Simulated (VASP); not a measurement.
## SrO: single point with LDA

Crystal: SrO.

```
Sr O
1.0
     0.00000    2.51391    2.51391
     2.51391    0.00000    2.51391
     2.51391    2.51391    0.00000
Sr O
1 1
Cartesian
  2.5139 2.5139 2.5139
  0.0000 0.0000 0.0000
```

- Program: VASP 6.6.1
- Task: single point
- Functional: LDA
- Potentials or basis: VASP PAW LDA potentials, release 64 (Sr_sv, O)
- Cutoff: 520 eV
- k mesh: 9 × 9 × 9
- Occupations: fermi-dirac, width 0.05 eV
- Spin: no spin polarisation
- Dipole correction: no
- Further INCAR settings: ALGO = Normal; EDIFF = 1e-06; NBANDS = 15

* Pressure: 3.3 GPa
* Band gap on the k mesh: 3.10 eV, indirect (least direct gap 3.14 eV)

Levels at points of the mesh, in eV from the valence-band top:
```csv
k point,band 5,band 6,band 7,band 8,band 9,band 10,band 11,band 12
"(0.00, 0.00, 0.00)",-13.51,0.00,0.00,0.00,4.30,6.24,6.24,6.24
```

Wall time 22 s on 1 thread of AMD EPYC 7R43 64-Core Processor (Zen 3), on a shared host, peak memory 0.12 GiB.

A k mesh can miss the band edges.
